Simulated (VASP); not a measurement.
# Ag12Cl in VASP: relaxation of the atoms with PBE+D3(BJ)

Aim: the relaxation of the atoms of Ag12Cl with PBE+D3(BJ).

Everything below comes from runs of VASP 6.6.1. Logs are shortened: lines on timing, memory, paths and dates and some standing lists are left out, and cuts for length are marked.

**1. The cell of the first run**

The cell holds a slab with vacuum, 13 atoms: a = 5.784 Å, b = 5.784 Å, c = 17.723 Å, α = 90.00°, β = 90.00°, γ = 60.00°.

**2. Relaxation of the atoms, PBE+D3(BJ)**

INCAR

```
SYSTEM = Ag12Cl
PREC     = Accurate       ! precision mode
ENCUT    = 520            ! plane-wave cutoff, eV
EDIFF    = 1E-6           ! SCF threshold, eV
ISMEAR   = -1             ! smearing method
SIGMA    = 0.15           ! smearing width, eV
LREAL    = .False.        ! projectors in reciprocal space
LASPH    = .True.         ! aspherical terms in the spheres
NELM     = 100            ! most SCF steps
ALGO     = Normal         ! electronic algorithm
ISIF     = 2              ! what is computed and relaxed
LWAVE    = .False.        ! write WAVECAR
LCHARG   = .False.        ! write CHGCAR
GGA      = PE             ! functional
IVDW     = 12             ! dispersion correction
IBRION   = 2              ! ionic algorithm
NSW      = 45             ! ionic steps
EDIFFG   = -0.08          ! ionic threshold
KPAR     = 2
```

KPOINTS

```
regular mesh
0
Gamma
  3 3 1
  0 0 0
```

POSCAR

```
Ag12Cl
1.0
    5.7841330000      0.0000000000      0.0000000000
    2.8920670000      5.0092070000      0.0000000000
    0.0000000000      0.0000000000     17.7227250000
Ag Cl
12 1
Selective dynamics
Direct
    0.1666667000      0.1666667000      0.0564247000  F F F
    0.6666667000      0.1666667000      0.0564247000  F F F
    0.1666667000      0.6666667000      0.0564247000  F F F
    0.6666667000      0.6666667000      0.0564247000  F F F
   -0.1666667000      0.3333333000      0.1896640000  T T T
    0.3333333000      0.3333333000      0.1896640000  T T T
   -0.1666667000      0.8333333000      0.1896640000  T T T
    0.3333333000      0.8333333000      0.1896640000  T T T
    0.0000000000      0.0000000000      0.3229032000  T T T
    0.5000000000      0.0000000000      0.3229032000  T T T
    0.0000000000      0.5000000000      0.3229032000  T T T
    0.5000000000      0.5000000000      0.3229032000  T T T
    0.8526840000      0.3163028000      0.4340599000  T T T
```

Potentials or basis: VASP PAW PBE potentials, release 64 (Ag, Cl).

Run with:

```console
> cat potpaw_PBE.64/Ag/POTCAR potpaw_PBE.64/Cl/POTCAR > POTCAR
> mpirun -np 4 vasp_std > vasp.out
```

OUTCAR:

```text
SYSTEM = Ag12Cl
   PREC = Accurate
   ENCUT = 520
   EDIFF = 1E-6
   ISMEAR = -1
   LREAL = .False.
   LASPH = .True.
   NELM = 100
   ISIF = 2
   GGA = PE
   IVDW = 12
   IBRION = 2
   NSW = 45
   EDIFFG = -0.08
 IVDW          = 12

 ion  position               nearest neighbor table
   1  0.167  0.167  0.056-   2 2.89   2 2.89   4 2.89   4 2.89   3 2.89   3 2.89   6 2.89   5 2.89
                             8 2.89
   2  0.667  0.167  0.056-   1 2.89   1 2.89   3 2.89   3 2.89   4 2.89   4 2.89   5 2.89   6 2.89
                             7 2.89
   3  0.167  0.667  0.056-   4 2.89   4 2.89   2 2.89   2 2.89   1 2.89   1 2.89   8 2.89   7 2.89
                             6 2.89
   4  0.667  0.667  0.056-   3 2.89   3 2.89   1 2.89   1 2.89   2 2.89   2 2.89   7 2.89   8 2.89
                             5 2.89
   5  0.833  0.333  0.190-  12 2.89   9 2.89  11 2.89   6 2.89   6 2.89   8 2.89   8 2.89   7 2.89
                             7 2.89   2 2.89   1 2.89   4 2.89
   6  0.333  0.333  0.190-  11 2.89  10 2.89  12 2.89   5 2.89   5 2.89   7 2.89   7 2.89   8 2.89
                             8 2.89   1 2.89   2 2.89   3 2.89
   7  0.833  0.833  0.190-  10 2.89  11 2.89   9 2.89   8 2.89   8 2.89   6 2.89   6 2.89   5 2.89
                             5 2.89   4 2.89   3 2.89   2 2.89
   8  0.333  0.833  0.190-   9 2.89  12 2.89  10 2.89   7 2.89   7 2.89   5 2.89   5 2.89   6 2.89
                             6 2.89   3 2.89   4 2.89   1 2.89
   9  0.000  0.000  0.323-  13 2.53   8 2.89   5 2.89   7 2.89  10 2.89  10 2.89  12 2.89  12 2.89
                            11 2.89  11 2.89
  10  0.500  0.000  0.323-   7 2.89   6 2.89   8 2.89   9 2.89   9 2.89  11 2.89  11 2.89  12 2.89
                            12 2.89
  11  0.000  0.500  0.323-  13 2.58   6 2.89   7 2.89   5 2.89  12 2.89  12 2.89  10 2.89  10 2.89
                             9 2.89   9 2.89
  12  0.500  0.500  0.323-  13 2.65   5 2.89   8 2.89   6 2.89  11 2.89  11 2.89   9 2.89   9 2.89
                            10 2.89  10 2.89
  13  0.853  0.316  0.434-   9 2.53  11 2.58  12 2.65

  LATTYP: Found a hexagonal cell.
 ALAT       =     5.7841340148
 C/A-ratio  =     3.0640239238

  Lattice vectors:

 A1 = (  -2.8920670000,  -5.0092070000,   0.0000000000)
 A2 = (   5.7841330000,   0.0000000000,   0.0000000000)
 A3 = (   0.0000000000,   0.0000000000,  17.7227250000)

Analysis of symmetry for initial positions (statically):
=====================================================================
 Subroutine PRICEL returns:
 Original cell was already a primitive cell.

 Routine SETGRP: Setting up the symmetry group for a
 hexagonal supercell.

 Subroutine GETGRP returns: Found  1 space group operations
 (whereof  1 operations were pure point group operations)
 out of a pool of 24 trial point group operations.

The static configuration has the point symmetry C_1 .

Analysis of symmetry for dynamics (positions and initial velocities):
=====================================================================
 Subroutine PRICEL returns:
 Original cell was already a primitive cell.

 Routine SETGRP: Setting up the symmetry group for a
 hexagonal supercell.

 Subroutine GETGRP returns: Found  1 space group operations
 (whereof  1 operations were pure point group operations)
 out of a pool of 24 trial point group operations.

The dynamic configuration has the point symmetry C_1 .

Analysis of constrained symmetry for selective dynamics:
=====================================================================
 Subroutine PRICEL returns:
 Original cell was already a primitive cell.

 Routine SETGRP: Setting up the symmetry group for a
 hexagonal supercell.

 Subroutine GETGRP returns: Found  1 space group operations
 (whereof  1 operations were pure point group operations)
 out of a pool of 24 trial point group operations.

The constrained configuration has the point symmetry C_1 .

 Subroutine INISYM returns: Found  1 space group operations
 (whereof  1 operations are pure point group operations),
 and found     1 'primitive' translations

----------------------------------------------------------------------------------------

                                     Primitive cell

  volume of cell :     513.4968

  direct lattice vectors                    reciprocal lattice vectors
     5.784133000  0.000000000  0.000000000     0.172886758 -0.099816216  0.000000000
     2.892067000  5.009207000  0.000000000     0.000000000  0.199632397  0.000000000
     0.000000000  0.000000000 17.722725000     0.000000000  0.000000000  0.056424732

  length of vectors
     5.784133000  5.784134015 17.722725000     0.199632432  0.199632397  0.056424732

  position of ions in fractional coordinates (direct lattice)
     0.166666700  0.166666700  0.056424700
     0.666666700  0.166666700  0.056424700
     0.166666700  0.666666700  0.056424700
     0.666666700  0.666666700  0.056424700
     0.833333300  0.333333300  0.189664000
     0.333333300  0.333333300  0.189664000
     0.833333300  0.833333300  0.189664000
     0.333333300  0.833333300  0.189664000
     0.000000000  0.000000000  0.322903200
     0.500000000  0.000000000  0.322903200
     0.000000000  0.500000000  0.322903200
     0.500000000  0.500000000  0.322903200
     0.852684000  0.316302800  0.434059900

  ion indices of the primitive-cell ions
   primitive index   ion index
                 1           1
                 2           2
                 3           3
                 4           4
                 5           5
                 6           6
                 7           7
                 8           8
                 9           9
                10          10
                11          11
                12          12
                13          13

----------------------------------------------------------------------------------------

 KPOINTS: regular mesh

Automatic generation of k-mesh.
 Grid dimensions read from file:
 generate k-points for:    3    3    1

 Generating k-lattice:

  Cartesian coordinates                     Fractional coordinates (reciprocal lattice)
     0.057628919 -0.033272072  0.000000000     0.333333333  0.000000000  0.000000000
     0.000000000  0.066544132  0.000000000     0.000000000  0.333333333  0.000000000
     0.000000000  0.000000000  0.056424732     0.000000000  0.000000000  1.000000000

  Length of vectors
     0.066544144  0.066544132  0.056424732

  Shift w.r.t. Gamma in fractional coordinates (k-lattice)
     0.000000000  0.000000000  0.000000000

 Subroutine IBZKPT returns following result:
 ===========================================

 Found      5 irreducible k-points:

 Following reciprocal coordinates:
            Coordinates               Weight
  0.000000  0.000000  0.000000      1.000000
  0.333333  0.000000  0.000000      2.000000
  0.333333  0.333333  0.000000      2.000000
  0.000000  0.333333  0.000000      2.000000
 -0.333333  0.333333  0.000000      2.000000
   k-points           NKPTS =      5   k-points in BZ     NKDIM =      5   number of bands    NBANDS=     84
   number of dos      NEDOS =    301   number of ions     NIONS =     13
   total plane-waves  NPLWV = 322560
   dimension x,y,z NGX =    48 NGY =   48 NGZ =  140
   dimension x,y,z NGXF=    96 NGYF=   96 NGZF=  280
   ions per type =              12   1
   NGX,Y,Z   is equivalent  to a cutoff of  13.80, 13.80, 13.13 a.u.
   NGXF,Y,Z  is equivalent  to a cutoff of  27.59, 27.59, 26.27 a.u.
 SYSTEM =  Ag12Cl
   PREC   = accura    normal or accurate (medium, high low for compatibility)
   ISTART =      0    job   : 0-new  1-cont  2-samecut
   ICHARG =      2    charge: 1-file 2-atom 10-const
   ISPIN  =      1    spin polarized calculation?
   LNONCOLLINEAR =      F non collinear calculations
   LSORBIT =      F    spin-orbit coupling
   LASPH  =      T    aspherical Exc in radial PAW
   ENCUT  =  520.0 eV  38.22 Ry    6.18 a.u.  10.75 10.75 32.95*2*pi/ulx,y,z
   NELM   =    100;   NELMIN=  2; NELMDL= -5     # of ELM steps
   EDIFF  = 0.1E-05   stopping-criterion for ELM
   LREAL  =      F    real-space projection
   EDIFFG = -.8E-01   stopping-criterion for IOM
   NSW    =     45    number of steps for IOM
   IBRION =      2    ionic relax: 0-MD 1-quasi-New 2-CG
   NFREE  =      1    steps in history (QN), initial steepest desc. (CG)
   ISIF   =      2    stress and relaxation
   ISYM   =      2    0-nonsym 1-usesym 2-fastsym
   POTIM  = 0.5000    time-step for ionic-motion
   TEBEG  =    0.0;   TEEND  =   0.0 temperature during run
   PSTRESS=    0.0 pullay stress
   NELECT =     139.0000    total number of electrons
   NUPDOWN=      -1.0000    fix difference up-down
   EMIN   =  10.00;   EMAX   =-10.00  energy-range for DOS
   EFERMI =   0.00;   METHOD = LEGACY
   ISMEAR =    -1;   SIGMA  =   0.15  broadening in eV -4-tet -1-fermi 0-gaus
   EFERMI_NEDOS =   21; number of points for ismear=-14 and -15
   IALGO  =     38    algorithm
   IMIX   =      4    mixing-type and parameters
     AMIX     =   0.40;   BMIX     =  1.00
     AMIX_MAG =   1.60;   BMIX_MAG =  1.00
  volume/ion in A,a.u.               =      39.50       266.56
  Fermi-wavevector in a.u.,A,eV,Ry     =   1.059011  2.001241 15.258995  1.121505
  Thomas-Fermi vector in A             =   2.194341
   LORBIT       =      0    0 simple, 1 ext, 2 COOP (PROOUT), +10 PAW based schemes
   GGA     = PE    functional components
   LHFCALC =     F    Hartree Fock is set to
   AEXX    =    0.0000 exact exchange contribution
   IVDW    =    12    specifies the selected vdW correction
   LEPSILON=     F    determine dielectric tensor
   LRPA    =     F    only Hartree local field effects (RPA)
 conjugate gradient relaxation of ions
 non-spin polarized calculation
  energy-cutoff  :      520.00
  volume of cell :      513.50
 maximum number of plane-waves:     13841
 NGX is ok and might be reduce to    48
   NGX = 21   NGY = 21   NGZ = 65

--------------------------------------- Ionic step        1  -------------------------------------------

 number of electron     138.9999991 magnetization

 Free energy of the ion-electron system (eV)
  ---------------------------------------------------
  ext. energy  EPLUGINS =         0.00000000
  ---------------------------------------------------
  free energy    TOTEN  =       -32.97563538 eV

  energy without entropy =      -32.59377609  energy(sigma->0) =      -32.78470573

------------------------ aborting loop because EDIFF is reached ----------------------------------------

 Edisp (eV)   -5.16363

 E8    (eV) :    -2.3301
[... 144 lines left out ...]
--------------------------------------- Ionic step        4  -------------------------------------------

 number of electron     138.9999994 magnetization

 Free energy of the ion-electron system (eV)
  ---------------------------------------------------
  ext. energy  EPLUGINS =         0.00000000
  ---------------------------------------------------
  free energy    TOTEN  =       -33.01153338 eV

  energy without entropy =      -32.63140632  energy(sigma->0) =      -32.82146985

 E-fermi :   0.7372     XC(G=0):  -6.1620

 val. band max:        0.6394065882   @ k =   0.0000   0.3333   0.0000
 cond. band min:       0.9005542918   @ k =   0.0000   0.3333   0.0000
 fundamental gap:      0.2611477036
 Fermi energy:         0.7371877605

 k-point     1 :       0.0000    0.0000    0.0000
  band No.  band energies     occupation
      1     -14.2789      2.00000
      2      -6.4256      2.00000
      3      -5.5453      2.00000
      4      -5.4722      2.00000
      5      -5.4399      2.00000
      6      -5.4389      2.00000
[... 409 lines left out ...]
     80       5.8256      0.00000
     81       6.2451      0.00000
 [bands above 81 left out]

------------------------ aborting loop because EDIFF is reached ----------------------------------------

 Edisp (eV)   -5.16889

 E8    (eV) :    -2.3329
[... 36 lines left out ...]
  FREE ENERGIE OF THE ION-ELECTRON SYSTEM (eV)
  ---------------------------------------------------
  free  energy   TOTEN  =       -38.1804235310 eV

  energy  without entropy=      -37.8002964751  energy(sigma->0) =      -37.99036000

 reached required accuracy - stopping structural energy minimisation
```

It took 8.4 min on 4 MPI ranks of Intel Xeon Platinum 8259CL at 2.50GHz (Skylake/Cascade Lake), shared host; peak memory 0.5 GiB.

What came out:

| Quantity | Value |
| --- | --- |
| Free energy | -38.1804 eV |
| Energy gained by relaxing | 3.2 meV/atom |
| Ionic steps | 4 |
| Band gap on the k mesh | zero (an odd number of electrons rules out a gap without spin polarisation) |
| Dispersion energy per atom | -0.398 eV |

The path:
```csv
step,energy change (eV),largest force on free atoms (eV/Å),pressure (GPa)
1,0.0000,0.5871,-0.47
2,-0.0356,0.1926,-0.52
3,-0.0401,0.0811,-0.53
4,-0.0412,0.0636,-0.52
```

Final structure:
```yaml
crystal:
  lattice:
    - [5.78413, 0.00000, 0.00000]
    - [2.89207, 5.00921, 0.00000]
    - [0.00000, 0.00000, 17.72273]
  atoms:
    - { symbol: Ag, position: [0.16667, 0.16667, 0.05642] }
    - { symbol: Ag, position: [0.66667, 0.16667, 0.05642] }
    - { symbol: Ag, position: [0.16667, 0.66667, 0.05642] }
    - { symbol: Ag, position: [0.66667, 0.66667, 0.05642] }
    - { symbol: Ag, position: [0.83340, 0.33329, 0.18911] }
    - { symbol: Ag, position: [0.33334, 0.33324, 0.19058] }
    - { symbol: Ag, position: [0.83333, 0.83334, 0.19060] }
    - { symbol: Ag, position: [0.33332, 0.83341, 0.19058] }
    - { symbol: Ag, position: [0.00361, 0.99237, 0.32174] }
    - { symbol: Ag, position: [0.50013, 0.99988, 0.32181] }
    - { symbol: Ag, position: [0.00287, 0.50332, 0.32211] }
    - { symbol: Ag, position: [0.49544, 0.50231, 0.32244] }
    - { symbol: Cl, position: [0.85057, 0.31847, 0.43595] }
```

Caveat: the k points lie up to 0.42 Å⁻¹ apart, too coarse for converged energies and pressures of a metal; there is no dipole correction, which matters where the two faces differ.

The gap in the log of VASP goes by the Fermi energy; the results here count the filled bands.